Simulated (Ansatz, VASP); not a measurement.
**AlRu in VASP and in Ansatz**

Contents of POSCAR:

```
AlRu
1.0
    2.9916000000      0.0000000000      0.0000000000
    0.0000000000      2.9916000000      0.0000000000
    0.0000000000      0.0000000000      2.9916000000
Ru Al
1 1
Direct
    0.5000000000      0.5000000000      0.5000000000
    0.0000000000      0.0000000000      0.0000000000
```

Contents of INCAR.step1:

```
PREC = Accurate ; ENCUT = 520
ISMEAR = 0 ; SIGMA = 0.05
LREAL = F ; LASPH = T
NELM = 150 ; LMAXMIX = 4
LDAU = T ; LDAUTYPE = 2
LDAUL = 2 -1 ; LDAUU = 3.5 0
LDAUJ = 0 0 ; NBANDS = 16
GGA = PE ; ALGO = Normal
EDIFF = 1E-4 ; LWAVE = T
LCHARG = F
```

The input INCAR.step2:

```
PREC = Accurate ; ENCUT = 520
EDIFF = 1E-6 ; ISMEAR = 0
SIGMA = 0.05 ; LREAL = F
LASPH = T ; NELM = 150
ALGO = Normal ; ISIF = 2
LWAVE = F ; LCHARG = T
LMAXMIX = 4 ; LDAU = T
LDAUTYPE = 2 ; LDAUL = 2 -1
LDAUU = 3.5 0 ; LDAUJ = 0 0
LDAUPRINT = 1 ; METAGGA = R2SCAN
LMIXTAU = T ; LELF = T
LVHAR = T ; NBANDS = 16
ISTART = 1
```

KPOINTS

```
Automatic mesh
0
Gamma
  9 9 9
```

The input input.yaml:

```yaml
crystal:
  lattice:
    - [2.9916, 0.0, 0.0]
    - [0.0, 2.9916, 0.0]
    - [0.0, 0.0, 2.9916]
  atoms:
    - { symbol: Ru, position: [0.5, 0.5, 0.5] }
    - { symbol: Al, position: [0.0, 0.0, 0.0] }
hamiltonian:
  xc: r2scan
  pseudopotentials: { kind: paw }
  hubbard: { sites: [{ species: Ru, l: d, u_eff: 3.5 }] }
kpoints:
  mp_grid: { grid: [9, 9, 9] }
scf:
  occupations: { method: gaussian, width: 0.05 }
  n_extra_bands: 6
output:
  forces: true
  stress: true
  eigenvalues: true
  dos: { projected: false, de: 0.05, nscf_kmesh: { grid: [14, 14, 14] } }
```

Alike in both runs: functional r2SCAN; k mesh 9 × 9 × 9; occupations gaussian, width 0.05 eV; no spin polarisation; Hubbard terms Ru d U = 3.5 eV.

```csv
,VASP,Ansatz
version,VASP 6.6.1,Ansatz 0.2.0
potentials or method,"VASP PAW PBE potentials, release 64 (Ru_pv, Al)",Ansatz PAW
plane-wave cutoff (eV),520,500
valence electrons in the cell,17,19
task,single point,density of states
```

|  | VASP | Ansatz | Ansatz less VASP |
| --- | --- | --- | --- |
| gap on the k mesh at the Fermi level (eV) | none | none | - |
| pressure (GPa) | -3.7 | -3.7 | -0.01 |

VASP's potentials were made for PBE, not for r2SCAN. The programs project onto different local orbitals, so the same U acts differently, and such runs can settle in different states. A gap of «none» marks a metal or a gap that the smearing closes. VASP's potentials hold 17 valence electrons a cell and Ansatz's 19, so a difference there can come from the potentials and not from the codes.
